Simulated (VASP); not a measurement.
**Zn: single point with LDA**

Crystal: Zn.

```xyz
1
Lattice="-1.4654 1.5056 1.5458 1.4654 -1.5056 1.5458 1.4654 1.5056 -1.5458" Properties=species:S:1:pos:R:3 pbc="T T T"
Zn    0.0000    0.0000    0.0000
```

This cell differs from its parent crystal: normal strain along x -0.0267, normal strain along z +0.0267.

```yaml
Program: VASP 6.6.1
Task: single point
Functional: LDA
Potentials_or_basis: VASP PAW LDA potentials, release 64 (Zn)
Cutoff: 520 eV
k_mesh: 20 × 20 × 20
Occupations: gaussian, width 0.15 eV
Spin: no spin polarisation
```

* Pressure: 0.8 GPa
* Band gap on the k mesh: zero (bands 6 and 7 overlap by 4.71 eV)

Stress tensor (GPa, compression positive):
```
-0.74  0.00  0.00
 0.00  0.81  0.00
 0.00  0.00  2.27
```

Levels at points of the mesh, in eV from the Fermi level:
```csv
k point,band 2,band 3,band 4,band 5,band 6,band 7,band 8,band 9,band 10,band 11
"(0.00, 0.00, 0.00)",-8.37,-8.30,-8.25,-7.74,-7.64,20.21,20.31,21.13,21.54,22.36
"(0.50, 0.00, 0.00)",-8.61,-7.79,-7.66,-7.28,-3.41,-1.18,12.79,14.18,16.99,18.86
"(0.00, 0.50, 0.00)",-8.69,-7.75,-7.60,-7.27,-3.24,-0.88,12.12,13.43,16.33,18.23
"(0.50, 0.50, 0.00)",-8.76,-7.67,-7.59,-7.26,-3.08,-0.60,11.50,12.73,15.73,17.64
"(0.50, 0.50, 0.50)",-9.01,-7.38,-7.37,-7.35,3.40,4.25,5.17,7.97,9.01,9.94
```

Run time: 68 s on 1 thread of Intel(R) Xeon(R) 6975P-C (Granite Rapids), with other jobs on the host, peak memory 0.27 GiB.

Caveat: the cell differs from its parent crystal (normal strain along x -0.0267, normal strain along z +0.0267).
